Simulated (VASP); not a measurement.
A run of VASP 6.6.1:

The input INCAR:

```
  PREC = Accurate
  ENCUT = 520
  EDIFF = 1E-7
  ISMEAR = 0
  SIGMA = 0.1
  LREAL = False
  LASPH = True
  NELM = 80
  ALGO = Normal
  ISIF = 2
  LWAVE = False
  LCHARG = False
  GGA = PS
  NBANDS = 13
```

Contents of KPOINTS:

```
Automatic mesh
0
Gamma
  8 8 8
```

The input POSCAR:

```
Ru
1.0
    0.0000000000      1.8823898259      1.8823898259
    1.8823898259      0.0000000000      1.8823898259
    1.8823898259      1.8823898259      0.0000000000
Ru
1
Direct
    0.0000000000      0.0000000000      0.0000000000
```

Potentials or basis: VASP PAW PBE potentials, release 64 (Ru_pv).

The run is started by

```sh
$ cat potpaw_PBE.64/Ru_pv/POTCAR > POTCAR
$ mpirun -np 1 vasp_std > vasp.out
```

Hardware: 1 thread of Intel(R) Xeon(R) 6975P-C (Granite Rapids), on a shared host.

Task: How long does it take, and how much memory?

Result: Run time: 2.5 s on 1 thread of Intel(R) Xeon(R) 6975P-C (Granite Rapids), with other jobs on the host, peak memory 0.12 GiB. Counts: scf iterations 11, k points 29.
